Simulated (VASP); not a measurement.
Set up this calculation in VASP 6.6.1, as the native input.

- Task: single point
- Functional: PBEsol
- Potentials or basis: VASP PAW PBE potentials, release 64 (Ru_pv)
- Cutoff: 520 eV
- k mesh: 12 × 12 × 7
- Occupations: fermi-dirac, width 0.1 eV
- Spin: collinear spin, ferromagnetic start
- Starting moments: [1.5, 1.5] μB
- Dipole correction: no
- Further INCAR settings: ALGO = Normal; EDIFF = 1e-07; NBANDS = 25

The structure of Ru lies in POSCAR:

```
Ru
1.0
    2.7058000000      0.0000000000      0.0000000000
   -1.3529000000      2.3432915376      0.0000000000
    0.0000000000      0.0000000000      4.2819000000
Ru
2
Direct
    0.3333333333      0.6666666667      0.2500000000
    0.6666666667      0.3333333333      0.7500000000
```

These files were run (other wordings do the same):

INCAR

```
SYSTEM = Ru
ALGO     = Normal         ! electronic algorithm
EDIFF    = 1E-7           ! SCF threshold, eV
ENCUT    = 520            ! plane-wave cutoff, eV
GGA      = PS             ! functional
ISIF     = 2              ! what is computed and relaxed
ISMEAR   = -1             ! smearing method
ISPIN    = 2              ! spin polarisation
LASPH    = .TRUE.         ! aspherical terms in the spheres
LCHARG   = .TRUE.         ! write CHGCAR
LELF     = .TRUE.         ! ELF
LMAXMIX  = 4              ! l up to which the mixer works
LORBIT   = 11             ! projections on sites
LREAL    = .FALSE.        ! projectors in reciprocal space
LVHAR    = .TRUE.       
LWAVE    = .FALSE.        ! write WAVECAR
MAGMOM   = 1.5 1.5        ! initial moments
NBANDS   = 25             ! bands
NELM     = 150            ! most SCF steps
PREC     = Accurate       ! precision mode
SIGMA    = 0.1            ! smearing width, eV
```

KPOINTS

```
k-points
0
G
  12 12 7
  0 0 0
```

Potentials or basis: VASP PAW PBE potentials, release 64 (Ru_pv).

Command:

```console
$ cat potpaw_PBE.64/Ru_pv/POTCAR > POTCAR
$ mpirun -np 1 vasp_std > vasp.out
```

It gave:

The pressure is -6.3 GPa, the band gap on the k mesh is zero (filled and empty bands overlap) and the net moment is 0.00 μB per cell. The valence electrons inside the program's atomic spheres are Ru 12.66.

Caveat: the PAW data sets were made with another functional, which shifts forces and pressure a little.

Wall time 64 s on 1 thread of Intel(R) Xeon(R) Platinum 8488C (Sapphire Rapids), with other jobs on the host, peak memory 0.19 GiB.
